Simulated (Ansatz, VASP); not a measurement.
# One calculation of CuO, two programs

The input INCAR:

```
SYSTEM = CuO
PREC = Accurate
ENCUT = 700
EDIFF = 1E-6
ISMEAR = -1
SIGMA = 0.05
LREAL = .False.
LASPH = .True.
NELM = 120
ALGO = Normal
ISIF = 2
LWAVE = .False.
LCHARG = .False.
GGA = RP
NBANDS = 33
GGA_COMPAT = .False.
```

File KPOINTS:

```
Automatic mesh
0
Gamma
  10 10 5
  0 0 0
```

The input POSCAR:

```
CuO
1.0
    2.3601776944     -1.7247471694      0.0000000000
    2.3601776944      1.7247471694      0.0000000000
   -0.8662490821      0.0000000000      5.0929466782
Cu O
2 2
Direct
    0.0032000000      0.4968000000      0.0000000000
    0.4968000000      0.0032000000      0.5000000000
    0.5714000000      0.4056000000      0.2537000000
    0.4056000000      0.5714000000      0.7537000000
```

File input.yaml:

```yaml
crystal:
  lattice:
    - [2.3601776944, -1.7247471694, 0.0]
    - [2.3601776944, 1.7247471694, 0.0]
    - [-0.8662490821, 0.0, 5.0929466782]
  atoms:
    - { symbol: Cu, position: [0.0032, 0.4968, 0.0] }
    - { symbol: Cu, position: [0.4968, 0.0032, 0.5] }
    - { symbol: O, position: [0.5714, 0.4056, 0.2537] }
    - { symbol: O, position: [0.4056, 0.5714, 0.7537] }
hamiltonian:
  xc: rpbe
  pseudopotentials: { kind: paw }
kpoints:
  mp_grid: { grid: [10, 10, 5] }
scf:
  occupations: { method: fermi_dirac, width: 0.05 }
output:
  forces: true
  stress: true
  eigenvalues: true
```

Alike in both runs: task single point; functional RPBE; k mesh 10 × 10 × 5; occupations fermi-dirac, width 0.05 eV; no spin polarisation.

|  | VASP | Ansatz |
| --- | --- | --- |
| version | VASP 6.6.1 | Ansatz 0.2.0 |
| potentials or method | VASP PAW PBE potentials, release 64 (Cu_sv_GW, O) | Ansatz PAW |
| plane-wave cutoff (eV) | 700 | 420 |
| valence electrons in the cell | 50 | 50 |

Ansatz gave:

| Item | Value |
| --- | --- |
| gap on the k mesh at the Fermi level (eV) | none |
| pressure (GPa) | 7.6 |
| traceless stress, the component that is largest in VASP (GPa) | -1.68 |
| rms of the force components (eV/Å) | 0.415 |

Problem. Which values does VASP return?

Solution. gap on the k mesh at the Fermi level (eV): none; pressure (GPa): 4.6; traceless stress, the component that is largest in VASP (GPa): -1.64; rms of the force components (eV/Å): 0.418.

VASP's potentials were made for PBE, not for RPBE. Atom by atom the forces differ by 0.004 eV/Å (rms over components). A gap of «none» marks a metal or a gap that the smearing closes. The functional is the same, so the differences come from potentials, cutoffs and numerics.
